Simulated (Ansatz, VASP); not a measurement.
# BiTe in VASP and in Ansatz

```
CELL_PARAMETERS angstrom
0.00000 3.25119 3.25119
3.25119 0.00000 3.25119
3.25119 3.25119 0.00000
ATOMIC_POSITIONS crystal
Bi 0.00000 0.00000 0.00000
Te 0.50000 0.50000 0.50000
```

Alike in both runs: functional PBE; k mesh 12 × 12 × 12; occupations gaussian, width 0.1 eV; no spin polarisation.

Ansatz relaxed the structure, and its values are those at the end. VASP's run is a single point on that final structure, the one shown.

|  | VASP | Ansatz |
| --- | --- | --- |
| version | VASP 6.6.1 | Ansatz 0.2.0 |
| potentials or method | VASP PAW PBE potentials, release 64 (Bi_d, Te), cutoff 520 eV | scalar-relativistic, plane waves, PAW |
| valence electrons in the cell | 21 | 31 |

```csv
,VASP,Ansatz,Ansatz less VASP
gap on the k mesh at the Fermi level (eV),none,none,-
pressure (GPa),-0.1,0.0,+0.08
```

A gap of «none» marks a metal or a gap that the smearing closes. The functional is the same, so the differences come from potentials, cutoffs and numerics. VASP's potentials hold 21 valence electrons a cell and Ansatz's 31, so a difference there can come from the potentials and not from the codes.

Neither program's run includes spin-orbit coupling.
